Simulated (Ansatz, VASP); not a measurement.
## One calculation of Hf, two programs

```
CELL_PARAMETERS angstrom
-1.80500 1.80500 1.80500
1.80500 -1.80500 1.80500
1.80500 1.80500 -1.80500
ATOMIC_POSITIONS crystal
Hf 0.00000 0.00000 0.00000
```

Alike in both runs: task relaxation of cell and atoms; functional PBEsol; k mesh 9 × 9 × 9; occupations fermi-dirac, width 0.05 eV; no spin polarisation.

|  | VASP | Ansatz |
| --- | --- | --- |
| version | VASP 6.6.1 | Ansatz 0.2.0 |
| potentials or method | VASP PAW PBE potentials, release 64 (Hf_pv), cutoff 600 eV | plane waves, PAW |
| valence electrons in the cell | 10 | 26 |

```tsv
	VASP	Ansatz	Ansatz less VASP
relaxed volume (Å³/atom)	21.19	21.25	+0.065
relaxed cell length with the largest relative difference (Å)	3.019	3.022	+0.0031
```

VASP's potentials were made for PBE, not for PBEsol. VASP's potentials hold 10 valence electrons a cell and Ansatz's 26, so a difference there can come from the potentials and not from the codes.

Spin-orbit coupling is off throughout.
